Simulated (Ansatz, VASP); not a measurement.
W in VASP and in Ansatz

```
CELL_PARAMETERS angstrom
2.75211 0.00000 0.00000
0.00000 2.75211 0.00000
0.00000 0.00000 2.75211
ATOMIC_POSITIONS crystal
W 0.00000 0.00000 0.00000
```

Alike in both runs: task single point; functional RPBE; k mesh 13 × 13 × 13; occupations fermi-dirac, width 0.1 eV; no spin polarisation.

|  | VASP | Ansatz |
| --- | --- | --- |
| version | VASP 6.6.1 | Ansatz 0.2.0 |
| potentials or method | VASP PAW PBE potentials, release 64 (W_sv), cutoff 520 eV | plane waves (420 eV) with PAW, scalar-relativistic |
| valence electrons in the cell | 14 | 14 |

Ansatz gave:

```
pressure (GPa) : -18.6
```

Question: What did VASP give for the same quantities?

Answer: Pressure (GPa): -18.4.

VASP's potentials were made for PBE, not for RPBE.

Spin-orbit coupling is off throughout.
